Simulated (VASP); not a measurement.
# In3Se (Cmmm) in VASP: single point with PBE+D3(BJ)

Aim: the single point of In3Se with PBE+D3(BJ).

Everything below comes from runs of VASP 6.6.1. Logs are shortened: lines on timing, memory, paths and dates and some standing lists are left out, and cuts for length are marked.

### Step 1. The cell of the first run

Symmetry: Cmmm, No. 65, orthorhombic system. The conventional cell has a = 6.607 Å, b = 6.690 Å, c = 4.701 Å, α = 90.00°, β = 90.00°, γ = 90.00°. Within 4.3 Å of In (site symmetry mmm) lie 4 Se at 3.30 to 3.34 Å and 8 In at 3.32 Å. Within 4.3 Å of In (site symmetry 2/m) lie 8 In at 3.30 to 3.34 Å and 4 Se at 3.32 Å. Within 4.3 Å of Se (site symmetry mmm) lie 12 In at 3.30 to 3.34 Å.

### Step 2. Single point, PBE+D3(BJ) (strain +0.0125 x Voigt [0, 0, 0, 1, 0, 0])

The input, INCAR:

```
SYSTEM = In3Se
ALGO = Normal
EDIFF = 1E-6
ENCUT = 520
GGA = PE
ISIF = 2
ISMEAR = 0
IVDW = 12
LASPH = .TRUE.
LCHARG = .FALSE.
LREAL = .FALSE.
LWAVE = .FALSE.
NBANDS = 30
NELM = 80
PREC = Accurate
SIGMA = 0.15
```

The input, KPOINTS:

```
k-points
0
G
  10 10 10
  0 0 0
```

The input, POSCAR:

```
In3Se
1.0
    4.7008968791      0.0000000000      0.0000000000
    0.0000000000      4.7008968791      0.0293806055
    0.0000000000      0.0293806055      4.7008968791
In Se
3 1
Direct
    0.0000000000      0.5000000000      0.5000000000
    0.5000000000      0.0000000000      0.5000000000
    0.5000000000      0.5000000000      0.0000000000
    0.0000000000      0.0000000000      0.0000000000
```

Potentials or basis: VASP PAW PBE potentials, release 64 (In_d, Se).

Run with:

```bash
$ cat potpaw_PBE.64/In_d/POTCAR potpaw_PBE.64/Se/POTCAR > POTCAR
$ mpirun -np 1 vasp_std > vasp.out
```

OUTCAR:

```text
SYSTEM = In3Se
   EDIFF = 1E-6
   ENCUT = 520
   GGA = PE
   ISIF = 2
   ISMEAR = 0
   IVDW = 12
   LASPH = .TRUE.
   LREAL = .FALSE.
   NELM = 80
   PREC = Accurate
 IVDW          = 12

 ion  position               nearest neighbor table
   1  0.000  0.500  0.500-   4 3.30   4 3.30   3 3.32   2 3.32   2 3.32   3 3.32   2 3.32   3 3.32
                             3 3.32   2 3.32   4 3.34   4 3.34
   2  0.500  0.000  0.500-   3 3.30   3 3.30   1 3.32   4 3.32   1 3.32   4 3.32   1 3.32   4 3.32
                             4 3.32   1 3.32   3 3.34   3 3.34
   3  0.500  0.500  0.000-   2 3.30   2 3.30   1 3.32   1 3.32   4 3.32   4 3.32   1 3.32   4 3.32
                             1 3.32   4 3.32   2 3.34   2 3.34
   4  0.000  0.000  0.000-   1 3.30   1 3.30   2 3.32   2 3.32   3 3.32   3 3.32   2 3.32   3 3.32
                             2 3.32   3 3.32   1 3.34   1 3.34

  LATTYP: Found a base centered orthorhombic cell.
 ALAT       =     6.6065216710
 B/A-ratio  =     1.0125786164
 C/A-ratio  =     0.7115539936

  Lattice vectors:

 A1 = (   0.0000000000,  -0.0293806055,  -4.7008968791)
 A2 = (   0.0000000000,   4.7008968791,   0.0293806055)
 A3 = (   4.7008968791,   0.0000000000,   0.0000000000)

Analysis of symmetry for initial positions (statically):
=====================================================================
 Subroutine PRICEL returns:
 Original cell was already a primitive cell.

 Routine SETGRP: Setting up the symmetry group for a
 base centered orthorhombic supercell.

 Subroutine GETGRP returns: Found  8 space group operations
 (whereof  8 operations were pure point group operations)
 out of a pool of  8 trial point group operations.

The static configuration has the point symmetry D_2h.

Analysis of symmetry for dynamics (positions and initial velocities):
=====================================================================
 Subroutine PRICEL returns:
 Original cell was already a primitive cell.

 Routine SETGRP: Setting up the symmetry group for a
 base centered orthorhombic supercell.

 Subroutine GETGRP returns: Found  8 space group operations
 (whereof  8 operations were pure point group operations)
 out of a pool of  8 trial point group operations.

The dynamic configuration has the point symmetry D_2h.

 Subroutine INISYM returns: Found  8 space group operations
 (whereof  8 operations are pure point group operations),
 and found     1 'primitive' translations

----------------------------------------------------------------------------------------

                                     Primitive cell

  volume of cell :     103.8784

  direct lattice vectors                    reciprocal lattice vectors
     4.700896879  0.000000000  0.000000000     0.212725364  0.000000000  0.000000000
     0.000000000  4.700896879  0.029380606     0.000000000  0.212733674 -0.001329585
     0.000000000  0.029380606  4.700896879     0.000000000 -0.001329585  0.212733674

  length of vectors
     4.700896879  4.700988693  4.700988693     0.212725364  0.212737829  0.212737829

  position of ions in fractional coordinates (direct lattice)
     0.000000000  0.500000000  0.500000000
     0.500000000  1.000000000  0.500000000
     0.500000000  0.500000000  1.000000000
     0.000000000  0.000000000  0.000000000

  ion indices of the primitive-cell ions
   primitive index   ion index
                 1           1
                 2           2
                 3           3
                 4           4

----------------------------------------------------------------------------------------

 KPOINTS: k-points

Automatic generation of k-mesh.
 Grid dimensions read from file:
 generate k-points for:   10   10   10

 Generating k-lattice:

  Cartesian coordinates                     Fractional coordinates (reciprocal lattice)
     0.021272536  0.000000000  0.000000000     0.100000000  0.000000000  0.000000000
     0.000000000  0.021273367 -0.000132959     0.000000000  0.100000000  0.000000000
     0.000000000 -0.000132959  0.021273367     0.000000000  0.000000000  0.100000000

  Length of vectors
     0.021272536  0.021273783  0.021273783

  Shift w.r.t. Gamma in fractional coordinates (k-lattice)
     0.000000000  0.000000000  0.000000000

 Subroutine IBZKPT returns following result:
 ===========================================

 Found    186 irreducible k-points:

 Following reciprocal coordinates:
            Coordinates               Weight
  0.000000  0.000000  0.000000      1.000000
  0.100000  0.000000  0.000000      2.000000
  0.200000  0.000000  0.000000      2.000000
  0.300000  0.000000  0.000000      2.000000
  0.400000  0.000000  0.000000      2.000000
  0.500000  0.000000  0.000000      1.000000
[... 16 lines left out ...]
  0.400000  0.300000 -0.000000      8.000000
  0.500000  0.300000 -0.000000      4.000000
 [... further k-points ...]
   k-points           NKPTS =    186   k-points in BZ     NKDIM =    186   number of bands    NBANDS=     30
   number of dos      NEDOS =    301   number of ions     NIONS =      4
   total plane-waves  NPLWV =  46656
   dimension x,y,z NGX =    36 NGY =   36 NGZ =   36
   dimension x,y,z NGXF=    72 NGYF=   72 NGZF=   72
   ions per type =               3   1
   NGX,Y,Z   is equivalent  to a cutoff of  12.73, 12.73, 12.73 a.u.
   NGXF,Y,Z  is equivalent  to a cutoff of  25.46, 25.46, 25.46 a.u.
 SYSTEM =  In3Se
   PREC   = accura    normal or accurate (medium, high low for compatibility)
   ISTART =      0    job   : 0-new  1-cont  2-samecut
   ICHARG =      2    charge: 1-file 2-atom 10-const
   ISPIN  =      1    spin polarized calculation?
   LNONCOLLINEAR =      F non collinear calculations
   LSORBIT =      F    spin-orbit coupling
   LASPH  =      T    aspherical Exc in radial PAW
   ENCUT  =  520.0 eV  38.22 Ry    6.18 a.u.   8.74  8.74  8.74*2*pi/ulx,y,z
   NELM   =     80;   NELMIN=  2; NELMDL= -5     # of ELM steps
   EDIFF  = 0.1E-05   stopping-criterion for ELM
   LREAL  =      F    real-space projection
   EDIFFG = 0.1E-04   stopping-criterion for IOM
   NSW    =      0    number of steps for IOM
   IBRION =     -1    ionic relax: 0-MD 1-quasi-New 2-CG
   NFREE  =      0    steps in history (QN), initial steepest desc. (CG)
   ISIF   =      2    stress and relaxation
   ISYM   =      2    0-nonsym 1-usesym 2-fastsym
   POTIM  = 0.5000    time-step for ionic-motion
   TEBEG  =    0.0;   TEEND  =   0.0 temperature during run
   PSTRESS=    0.0 pullay stress
   NELECT =      45.0000    total number of electrons
   NUPDOWN=      -1.0000    fix difference up-down
   EMIN   =  10.00;   EMAX   =-10.00  energy-range for DOS
   EFERMI =   0.00;   METHOD = LEGACY
   ISMEAR =     0;   SIGMA  =   0.15  broadening in eV -4-tet -1-fermi 0-gaus
   EFERMI_NEDOS =   21; number of points for ismear=-14 and -15
   IALGO  =     38    algorithm
   IMIX   =      4    mixing-type and parameters
     AMIX     =   0.40;   BMIX     =  1.00
     AMIX_MAG =   1.60;   BMIX_MAG =  1.00
  volume/ion in A,a.u.               =      25.97       175.25
  Fermi-wavevector in a.u.,A,eV,Ry     =   1.238713  2.340828 20.876905  1.534409
  Thomas-Fermi vector in A             =   2.373227
   LORBIT       =      0    0 simple, 1 ext, 2 COOP (PROOUT), +10 PAW based schemes
   GGA     = PE    functional components
   LHFCALC =     F    Hartree Fock is set to
   AEXX    =    0.0000 exact exchange contribution
   IVDW    =    12    specifies the selected vdW correction
   LEPSILON=     F    determine dielectric tensor
   LRPA    =     F    only Hartree local field effects (RPA)
 non-spin polarized calculation
 Gauss-broadening in eV      SIGMA  =   0.15
  energy-cutoff  :      520.00
  volume of cell :      103.88
 maximum number of plane-waves:      2826
 NGX is ok and might be reduce to    36
   NGX = 17   NGY = 17   NGZ = 17

 number of electron      45.0000010 magnetization

 Free energy of the ion-electron system (eV)
  ---------------------------------------------------
  ext. energy  EPLUGINS =         0.00000000
  ---------------------------------------------------
  free energy    TOTEN  =       -11.65145692 eV

  energy without entropy =      -11.63227815  energy(sigma->0) =      -11.64186753

 E-fermi :   6.6190     XC(G=0): -10.0430

 val. band max:        6.6067439443   @ k =   0.0000   0.5000   0.4000
 cond. band min:       6.6262946721   @ k =   0.1000  -0.4000   0.3000
 fundamental gap:      0.0195507277
 Fermi energy:         6.6189632660

 k-point     1 :       0.0000    0.0000    0.0000
  band No.  band energies     occupation
      1      -8.2287      2.00000
      2      -8.2119      2.00000
      3      -8.2087      2.00000
      4      -8.2053      2.00000
      5      -8.0708      2.00000
      6      -8.0707      2.00000
[... 22 lines left out ...]
     29      12.0882      0.00000
     30      13.5483      0.00000

 k-point     2 :       0.1000    0.0000    0.0000
  band No.  band energies     occupation
      1      -8.2183      2.00000
      2      -8.2065      2.00000
      3      -8.2014      2.00000
      4      -8.1949      2.00000
      5      -8.0694      2.00000
      6      -8.0636      2.00000
[... 22 lines left out ...]
     29      12.3714      0.00000
     30      13.6134      0.00000

 k-point     3 :       0.2000    0.0000    0.0000
  band No.  band energies     occupation
      1      -8.2022      2.00000
      2      -8.1873      2.00000
      3      -8.1707      2.00000
      4      -8.1645      2.00000
      5      -8.0655      2.00000
      6      -8.0435      2.00000
[... 22 lines left out ...]
     29      13.0065      0.00000
     30      13.7630      0.00000

 k-point     4 :       0.3000    0.0000    0.0000
  band No.  band energies     occupation
      1      -8.1951      2.00000
      2      -8.1438      2.00000
      3      -8.1225      2.00000
      4      -8.1168      2.00000
      5      -8.0598      2.00000
      6      -8.0141      2.00000
[... 616 lines left out ...]
     29      10.9763      0.00000
     30      11.3944      0.00000

 k-point    23 :       0.4000    0.3000   -0.0000
  band No.  band energies     occupation
      1      -8.1141      2.00000
      2      -8.1058      2.00000
      3      -8.0494      2.00000
      4      -8.0376      2.00000
      5      -8.0169      2.00000
      6      -7.9941      2.00000
[... 22 lines left out ...]
     29      10.9763      0.00000
     30      12.0142      0.00000

 k-point    24 :       0.5000    0.3000   -0.0000
  band No.  band energies     occupation
      1      -8.1086      2.00000
      2      -8.0795      2.00000
      3      -8.0729      2.00000
      4      -8.0179      2.00000
      5      -7.9960      2.00000
      6      -7.9884      2.00000
[... 22 lines left out ...]
     29      10.8707      0.00000
     30      13.2232      0.00000

 [... further k-points ...]

------------------------ aborting loop because EDIFF is reached ----------------------------------------

 Edisp (eV)   -1.35994

 E8    (eV) :    -0.6500

  FORCE on cell =-STRESS in cart. coord.  units (eV):
  Direction    XX          YY          ZZ          XY          YZ          ZX
  --------------------------------------------------------------------------------------
  -------------------------------------------------------------------------------------
  Total       0.00861     0.01677     0.01677     0.00000    -0.07261     0.00000
  in kB       0.13285     0.25872     0.25872     0.00000    -1.11984     0.00000
  external pressure =        0.22 kB  Pullay stress =        0.00 kB

 VOLUME and BASIS-vectors are now :
 -----------------------------------------------------------------------------
  energy-cutoff  :      520.00
  volume of cell :      103.88
      direct lattice vectors                 reciprocal lattice vectors
     4.700896879  0.000000000  0.000000000     0.212725364  0.000000000  0.000000000
     0.000000000  4.700896879  0.029380606     0.000000000  0.212733674 -0.001329585
     0.000000000  0.029380606  4.700896879     0.000000000 -0.001329585  0.212733674

 POSITION                                       TOTAL-FORCE (eV/Angst)
 -----------------------------------------------------------------------------------
      0.00000      2.36514      2.36514         0.000000      0.000000      0.000000
      2.35045      0.01469      2.35045         0.000000      0.000000      0.000000
      2.35045      2.35045      0.01469         0.000000     -0.000000      0.000000
      0.00000      0.00000      0.00000         0.000000      0.000000      0.000000
 -----------------------------------------------------------------------------------
    total drift:                                0.000000      0.000000      0.000000

  FREE ENERGIE OF THE ION-ELECTRON SYSTEM (eV)
  ---------------------------------------------------
  free  energy   TOTEN  =       -13.0113922011 eV

  energy  without entropy=      -12.9922134321  energy(sigma->0) =      -13.00180282
```

It took 3 min on 1 thread of Intel Xeon 6975P-C (Granite Rapids), shared host; peak memory 0.56 GiB.

Results:

- Free energy: -13.0114 eV
- Pressure: 0.0 GPa
- Band gap on the k mesh: zero (an odd number of electrons rules out a gap without spin polarisation)
- Dispersion energy per atom: -0.340 eV

Levels at points of the mesh, in eV from the Fermi level:
| k point | band 21 | band 22 | band 23 | band 24 | band 25 | band 26 |
| --- | --- | --- | --- | --- | --- | --- |
| (0.00, 0.00, 0.00) | -2.09 | -2.08 | 1.11 | 1.19 | 1.27 | 4.29 |
| (0.50, 0.00, 0.00) | -1.43 | -1.08 | -0.20 | -0.11 | 1.35 | 3.87 |
| (0.00, 0.50, 0.00) | -1.43 | -1.08 | -0.16 | -0.16 | 1.35 | 3.95 |
| (0.50, 0.50, 0.00) | -0.91 | -0.60 | -0.59 | 1.54 | 1.79 | 1.82 |
| (0.00, 0.50, 0.50) | -0.91 | -0.61 | -0.58 | 1.57 | 1.75 | 1.84 |
| (0.50, 0.50, 0.50) | -4.36 | -4.29 | -3.41 | 3.18 | 3.23 | 3.29 |

Caveat: the cell differs from its parent crystal (strain +0.0125 x Voigt [0, 0, 0, 1, 0, 0]); spin-orbit coupling is left out, which moves the levels of the heavy elements.
